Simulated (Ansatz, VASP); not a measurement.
Two plane-wave programs on Hf2TaN4

```
Hf Ta N
1.0
     0.00074   -3.16340   -0.00069
    -5.14722    1.58275    0.02322
     1.52984   -0.00153   -5.41602
Hf Ta N
2 1 4
Direct
  0.77947 0.55895 0.77314
  0.22052 0.44104 0.22686
  0.00000 0.99999 0.50000
  0.85611 0.71176 0.16197
  0.38053 0.76110 0.61245
  0.14390 0.28825 0.83804
  0.61947 0.23891 0.38755
```

Change from the starting cell: cell x1, atoms moved at random (sigma 0.15 Å) and cell strained at random (1.5 %), then relaxed without symmetry.

Alike in both runs: functional PBE; k mesh 8 × 8 × 4; occupations gaussian, width 0.2 eV; no spin polarisation.

Ansatz relaxed the structure, and its values are those at the end. VASP's run is a single point on that final structure, the one shown.

```csv
,VASP,Ansatz
version,VASP 6.6.1,Ansatz 0.2.0
potentials or method,"VASP PAW PBE potentials, release 64 (Hf_pv, Ta_pv, N), cutoff 520 eV","scalar-relativistic, plane waves, PAW"
valence electrons in the cell,51,85
```

```tsv
	VASP	Ansatz	Ansatz less VASP
gap on the k mesh at the Fermi level (eV)	none	none	-
pressure (GPa)	-1.3	-0.1	+1.17
rms of the force components (eV/Å)	0.065	0.002	-0.0632
```

A gap of «none» marks a metal or a gap that the smearing closes. The functional is the same, so the differences come from potentials, cutoffs and numerics. VASP's potentials hold 51 valence electrons a cell and Ansatz's 85, so a difference there can come from the potentials and not from the codes.

Spin-orbit coupling is off throughout.
